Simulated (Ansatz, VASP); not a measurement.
**One calculation of Ge, two programs**

```
Ge
1.0
     4.01871    0.00000    0.00000
    -2.00936    3.48031    0.00000
     0.00000    0.00000    3.20176
Ge
2
Direct
  0.66667 0.33333 0.17187
  0.33333 0.66667 0.82813
```

Alike in both runs: functional PBE; k mesh 18 × 18 × 18; occupations gaussian, width 0.1 eV; no spin polarisation.

Ansatz relaxed the structure, and its values are those at the end. VASP's run is a single point on that final structure, the one shown.

|  | VASP | Ansatz |
| --- | --- | --- |
| version | VASP 6.6.1 | Ansatz 0.2.0 |
| potentials or method | VASP PAW PBE potentials, release 64 (Ge_d), cutoff 520 eV | scalar-relativistic, plane waves, PAW |
| valence electrons in the cell | 28 | 28 |

|  | VASP | Ansatz | Ansatz less VASP |
| --- | --- | --- | --- |
| gap on the k mesh at the Fermi level (eV) | none | none | - |
| pressure (GPa) | 0.0 | 0.0 | -0.02 |

A gap of «none» marks a metal or a gap that the smearing closes. With one functional, cell and mesh, what is left measures potentials, basis and numerics.
